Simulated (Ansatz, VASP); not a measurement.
## One calculation of Ag, two programs

```
CELL_PARAMETERS angstrom
0.00000 1.87069 1.87069
1.87069 0.00000 1.87069
1.87069 1.87069 0.00000
ATOMIC_POSITIONS crystal
Ag 0.00000 0.00000 0.00000
```

Alike in both runs: task single point; functional PBE exchange alone; k mesh 11 × 11 × 11; occupations methfessel-paxton of order 1, width 0.15 eV; non-collinear spin, spin-orbit coupling.

|  | VASP | Ansatz |
| --- | --- | --- |
| version | VASP 6.6.1 | Ansatz 0.2.0 |
| potentials or method | VASP PAW PBE potentials, release 64 (Ag) | PseudoDojo standard (PBE files) |
| plane-wave cutoff (eV) | 520 | 1116 |
| valence electrons in the cell | 11 | 19 |

|  | VASP | Ansatz | Ansatz less VASP |
| --- | --- | --- | --- |
| net moment per atom (μB) | 0.00 | 0.00 | 0.000 |

VASP's potentials were made for PBE, not for PBE exchange alone. VASP's potentials hold 11 valence electrons a cell and Ansatz's 19, so a difference there can come from the potentials and not from the codes.

Noted on Ansatz's run: the potentials were made for another functional, which shifts forces and pressure.
